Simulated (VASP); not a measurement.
# HF in VASP: further runs

Runs on HF. Level: r2SCAN+D3(BJ). Tasks: single point.

All numbers are computed with VASP 6.6.1; they aren't measurements. Logs are shortened: lines on timing, memory, paths and dates and some standing lists are left out, and cuts for length are marked.

## 1. The cell of the first run

The cell holds a disordered packing, 16 atoms: a = 6.688 Å, b = 6.688 Å, c = 6.688 Å, α = 90.00°, β = 90.00°, γ = 90.00°.

## 2. Single point, r2SCAN+D3(BJ)

File POSCAR:

```
HF
1.0
    6.6883740000      0.0000000000      0.0000000000
    0.0000000000      6.6883740000      0.0000000000
    0.0000000000      0.0000000000      6.6883740000
F H
8 8
Direct
    0.1476592069      0.2005121125      0.7149420771
    0.7779768296      0.1261741643      0.8964959196
   -0.0010316409      0.7164820628      0.3475583154
    0.7929131953      0.6625078083      0.6479003716
    0.1009662438      0.9582000050      1.0659242441
    0.5053395638      0.3104491465      0.5501935149
    0.5005700937      0.8960623314      0.7351861603
    0.7315230877      0.2804119506      0.2459641162
    0.2631132769      0.2376661353      0.6423982869
    0.6685182378      0.0704954597      0.8259556060
    0.0189433187      0.8191527567      0.2538584116
    0.8711683886      0.7020689932      0.5375596520
    0.0829947608      1.0366346140      0.9480181581
    0.5951820278      0.3012391353      0.4445325575
    0.6037192298      0.8084177111      0.7036538328
    0.7174090444      0.2219672524      0.1194610230
```

File INCAR.step1:

```
SYSTEM = HF
PREC = Accurate
ENCUT = 1110
ISMEAR = -1
SIGMA = 0.02
LREAL = Auto
LASPH = .True.
NELM = 120
NBANDS = 46
GGA = PE
ALGO = Normal
EDIFF = 1E-5
LWAVE = .True.
LCHARG = .False.
GGA_COMPAT = .False.
```

File INCAR.step2:

```
SYSTEM = HF
PREC = Accurate
ENCUT = 1110
EDIFF = 1E-6
ISMEAR = -1
SIGMA = 0.02
LREAL = Auto
LASPH = .True.
NELM = 120
ALGO = Normal
ISIF = 2
LWAVE = .False.
LCHARG = .True.
METAGGA = R2SCAN
LMIXTAU = .True.
IVDW = 12
VDW_S6 = 1.0
VDW_S8 = 0.78981345
VDW_A1 = 0.49484001
VDW_A2 = 5.73083694
LELF = .True.
LVHAR = .True.
NBANDS = 46
ISTART = 1
GGA_COMPAT = .False.
```

File KPOINTS:

```
Automatic mesh
0
Gamma
  1 1 1
  0 0 0
```

Potentials or basis: VASP PAW PBE potentials, release 64 (F_h, H_h).

Run with:

```console
cat potpaw_PBE.64/F_h/POTCAR potpaw_PBE.64/H_h/POTCAR > POTCAR
cp INCAR.step1 INCAR
mpirun -np 1 vasp_gam > vasp.out
cp INCAR.step2 INCAR
mpirun -np 1 vasp_gam > vasp.out
```

OUTCAR:

```text
SYSTEM = HF
   PREC = Accurate
   ENCUT = 1110
   EDIFF = 1E-6
   ISMEAR = -1
   LREAL = Auto
   LASPH = .True.
   NELM = 120
   ISIF = 2
   METAGGA = R2SCAN
   IVDW = 12
   ISTART = 1
 IVDW          = 12

 ion  position               nearest neighbor table
   1  0.148  0.201  0.715-   9 0.95
   2  0.778  0.126  0.896-  10 0.95
   3  0.999  0.716  0.348-  11 0.94
   4  0.793  0.663  0.648-  12 0.94
   5  0.101  0.958  0.066-  13 0.95
   6  0.505  0.310  0.550-  14 0.93
[... 8 lines left out ...]
  15  0.604  0.808  0.704-   7 0.93
  16  0.717  0.222  0.119-   8 0.94

  LATTYP: Found a simple cubic cell.
 ALAT       =     6.6883740000

  Lattice vectors:

 A1 = (   6.6883740000,   0.0000000000,   0.0000000000)
 A2 = (   0.0000000000,   6.6883740000,   0.0000000000)
 A3 = (   0.0000000000,   0.0000000000,   6.6883740000)

Analysis of symmetry for initial positions (statically):
=====================================================================
 Subroutine PRICEL returns:
 Original cell was already a primitive cell.

 Routine SETGRP: Setting up the symmetry group for a
 simple cubic supercell.

 Subroutine GETGRP returns: Found  1 space group operations
 (whereof  1 operations were pure point group operations)
 out of a pool of 48 trial point group operations.

The static configuration has the point symmetry C_1 .

Analysis of symmetry for dynamics (positions and initial velocities):
=====================================================================
 Subroutine PRICEL returns:
 Original cell was already a primitive cell.

 Routine SETGRP: Setting up the symmetry group for a
 simple cubic supercell.

 Subroutine GETGRP returns: Found  1 space group operations
 (whereof  1 operations were pure point group operations)
 out of a pool of 48 trial point group operations.

The dynamic configuration has the point symmetry C_1 .

 Subroutine INISYM returns: Found  1 space group operations
 (whereof  1 operations are pure point group operations),
 and found     1 'primitive' translations

----------------------------------------------------------------------------------------

                                     Primitive cell

  volume of cell :     299.2000

  direct lattice vectors                    reciprocal lattice vectors
     6.688374000  0.000000000  0.000000000     0.149513170  0.000000000  0.000000000
     0.000000000  6.688374000  0.000000000     0.000000000  0.149513170  0.000000000
     0.000000000  0.000000000  6.688374000     0.000000000  0.000000000  0.149513170

  length of vectors
     6.688374000  6.688374000  6.688374000     0.149513170  0.149513170  0.149513170

  position of ions in fractional coordinates (direct lattice)
     0.147659207  0.200512113  0.714942077
     0.777976830  0.126174164  0.896495920
     0.998968359  0.716482063  0.347558315
     0.792913195  0.662507808  0.647900372
     0.100966244  0.958200005  0.065924244
     0.505339564  0.310449146  0.550193515
[... 8 lines left out ...]
     0.603719230  0.808417711  0.703653833
     0.717409044  0.221967252  0.119461023

  ion indices of the primitive-cell ions
   primitive index   ion index
                 1           1
                 2           2
                 3           3
                 4           4
                 5           5
                 6           6
[... 8 lines left out ...]
                15          15
                16          16

----------------------------------------------------------------------------------------

 KPOINTS: Automatic mesh

Automatic generation of k-mesh.
 Grid dimensions read from file:
 generate k-points for:    1    1    1

 Generating k-lattice:

  Cartesian coordinates                     Fractional coordinates (reciprocal lattice)
     0.149513170  0.000000000  0.000000000     1.000000000  0.000000000  0.000000000
     0.000000000  0.149513170  0.000000000     0.000000000  1.000000000  0.000000000
     0.000000000  0.000000000  0.149513170     0.000000000  0.000000000  1.000000000

  Length of vectors
     0.149513170  0.149513170  0.149513170

  Shift w.r.t. Gamma in fractional coordinates (k-lattice)
     0.000000000  0.000000000  0.000000000

 Subroutine IBZKPT returns following result:
 ===========================================

 Found      1 irreducible k-points:

 Following reciprocal coordinates:
            Coordinates               Weight
  0.000000  0.000000  0.000000      1.000000
   k-points           NKPTS =      1   k-points in BZ     NKDIM =      1   number of bands    NBANDS=     46
   number of dos      NEDOS =    301   number of ions     NIONS =     16
   total plane-waves  NPLWV = 512000
   dimension x,y,z NGX =    80 NGY =   80 NGZ =   80
   dimension x,y,z NGXF=   160 NGYF=  160 NGZF=  160
   ions per type =               8   8
   NGX,Y,Z   is equivalent  to a cutoff of  19.88, 19.88, 19.88 a.u.
   NGXF,Y,Z  is equivalent  to a cutoff of  39.77, 39.77, 39.77 a.u.
 SYSTEM =  HF
   PREC   = accura    normal or accurate (medium, high low for compatibility)
   ISTART =      1    job   : 0-new  1-cont  2-samecut
   ICHARG =      0    charge: 1-file 2-atom 10-const
   ISPIN  =      1    spin polarized calculation?
   LNONCOLLINEAR =      F non collinear calculations
   LSORBIT =      F    spin-orbit coupling
   LASPH  =      T    aspherical Exc in radial PAW
   ENCUT  = 1110.0 eV  81.58 Ry    9.03 a.u.  18.17 18.17 18.17*2*pi/ulx,y,z
   NELM   =    120;   NELMIN=  2; NELMDL=  0     # of ELM steps
   EDIFF  = 0.1E-05   stopping-criterion for ELM
   LREAL  =      T    real-space projection
   EDIFFG = 0.1E-04   stopping-criterion for IOM
   NSW    =      0    number of steps for IOM
   IBRION =     -1    ionic relax: 0-MD 1-quasi-New 2-CG
   NFREE  =      0    steps in history (QN), initial steepest desc. (CG)
   ISIF   =      2    stress and relaxation
   ISYM   =      2    0-nonsym 1-usesym 2-fastsym
   POTIM  = 0.5000    time-step for ionic-motion
   TEBEG  =    0.0;   TEEND  =   0.0 temperature during run
   PSTRESS=    0.0 pullay stress
   NELECT =      64.0000    total number of electrons
   NUPDOWN=      -1.0000    fix difference up-down
   EMIN   =  10.00;   EMAX   =-10.00  energy-range for DOS
   EFERMI =   0.00;   METHOD = LEGACY
   ISMEAR =    -1;   SIGMA  =   0.02  broadening in eV -4-tet -1-fermi 0-gaus
   EFERMI_NEDOS =   21; number of points for ismear=-14 and -15
   IALGO  =     38    algorithm
   IMIX   =      4    mixing-type and parameters
     AMIX     =   0.40;   BMIX     =  1.00
     AMIX_MAG =   1.60;   BMIX_MAG =  1.00
  volume/ion in A,a.u.               =      18.70       126.19
  Fermi-wavevector in a.u.,A,eV,Ry     =   0.979071  1.850176 13.042278  0.958580
  Thomas-Fermi vector in A             =   2.109896
   LORBIT       =      0    0 simple, 1 ext, 2 COOP (PROOUT), +10 PAW based schemes
   METAGGA = R2SCAN    functional components
   LHFCALC =     F    Hartree Fock is set to
   AEXX    =    0.0000 exact exchange contribution
   IVDW    =    12    specifies the selected vdW correction
   LEPSILON=     F    determine dielectric tensor
   LRPA    =     F    only Hartree local field effects (RPA)
 non-spin polarized calculation
  energy-cutoff  :     1110.00
  volume of cell :      299.20
 maximum number of plane-waves:     12635
 NGX is ok and might be reduce to    80
   NGX = 37   NGY = 37   NGZ = 37

 number of electron      64.0000001 magnetization

 Free energy of the ion-electron system (eV)
  ---------------------------------------------------
  ext. energy  EPLUGINS =         0.00000000
  ---------------------------------------------------
  free energy    TOTEN  =       -77.65625562 eV

  energy without entropy =      -77.65625562  energy(sigma->0) =      -77.65625562

 E-fermi :  -7.3055     XC(G=0):  -4.9979

 val. band max:       -7.8778409939   @ k =   0.0000   0.0000   0.0000
 cond. band min:       0.5600144354   @ k =   0.0000   0.0000   0.0000
 fundamental gap:      8.4378554293
 Fermi energy:        -7.3055070306

 k-point     1 :       0.0000    0.0000    0.0000
  band No.  band energies     occupation
      1     -30.4477      2.00000
      2     -30.3224      2.00000
      3     -30.0653      2.00000
      4     -29.9518      2.00000
      5     -29.7490      2.00000
      6     -29.5761      2.00000
[... 36 lines left out ...]
     43       6.7646      0.00000
     44       6.8324      0.00000
 [bands above 44 left out]

------------------------ aborting loop because EDIFF is reached ----------------------------------------

 Edisp (eV)   -0.13092

 E8    (eV) :    -0.0181

  FORCE on cell =-STRESS in cart. coord.  units (eV):
  Direction    XX          YY          ZZ          XY          YZ          ZX
  --------------------------------------------------------------------------------------
  -------------------------------------------------------------------------------------
  Total      -0.69092    -0.80367    -0.99119    -0.73328     0.89590    -0.23596
  in kB      -3.69976    -4.30356    -5.30768    -3.92660     4.79745    -1.26356
  external pressure =       -4.44 kB  Pullay stress =        0.00 kB

 VOLUME and BASIS-vectors are now :
 -----------------------------------------------------------------------------
  energy-cutoff  :     1110.00
  volume of cell :      299.20
      direct lattice vectors                 reciprocal lattice vectors
     6.688374000  0.000000000  0.000000000     0.149513170  0.000000000  0.000000000
     0.000000000  6.688374000  0.000000000     0.000000000  0.149513170  0.000000000
     0.000000000  0.000000000  6.688374000     0.000000000  0.000000000  0.149513170

 POSITION                                       TOTAL-FORCE (eV/Angst)
 -----------------------------------------------------------------------------------
      0.98760      1.34110      4.78180         0.347490      0.069564     -0.185743
      5.20340      0.84390      5.99610        -0.374626      0.074282      0.064502
      6.68147      4.79210      2.32460         0.058771     -0.045395      0.014456
      5.30330      4.43110      4.33340        -0.425219      0.145581      0.462024
      0.67530      6.40880      0.44093         0.094115      0.501382     -0.654661
      3.37990      2.07640      3.67990        -0.566045      0.034739      0.769897
[... 8 lines left out ...]
      4.03790      5.40700      4.70630         0.675318     -0.949195     -0.358405
      4.79830      1.48460      0.79900         0.150964     -0.150198     -0.413126
 -----------------------------------------------------------------------------------
    total drift:                               -0.003230     -0.002375      0.000194

  FREE ENERGIE OF THE ION-ELECTRON SYSTEM (eV)
  ---------------------------------------------------
  free  energy   TOTEN  =       -77.7871725180 eV

  energy  without entropy=      -77.7871725180  energy(sigma->0) =      -77.78717252
```

Wall time 2.9 min (1 thread of Intel Xeon 6975P-C (Granite Rapids), shared host); peak memory 1.1 GiB.

What came out:

* Free energy: -77.7872 eV
* Pressure: -0.4 GPa
* Largest force: 1.219 eV/Å
* Dispersion energy per atom: -0.008 eV

Forces on the atoms (eV/Å):
```
F    0.347  0.070 -0.186
F   -0.375  0.074  0.065
F    0.059 -0.045  0.014
F   -0.425  0.146  0.462
F    0.094  0.501 -0.655
F   -0.566  0.035  0.770
F   -0.317  0.900  0.348
F    0.058  0.171  0.376
H   -0.227 -0.200  0.266
H   -0.121 -0.107 -0.035
H    0.038  0.121 -0.228
H    0.228 -0.022 -0.352
H    0.093 -0.439  0.618
H    0.289 -0.105 -0.692
H    0.675 -0.949 -0.358
H    0.151 -0.150 -0.413
```

Levels at points of the mesh, in eV from the Fermi level:
```csv
k point,band 28,band 29,band 30,band 31,band 32,band 33,band 34,band 35,band 36,band 37
"(0.00, 0.00, 0.00)",-0.94,-0.81,-0.72,-0.63,-0.57,7.87,11.07,11.18,11.54,11.61
```

Caveat: the k points lie up to 0.94 Å⁻¹ apart, too coarse for converged energies, forces and pressures; the PAW data sets were made with another functional, which shifts forces and pressure a little.

(Continued in part 2 of 2.)
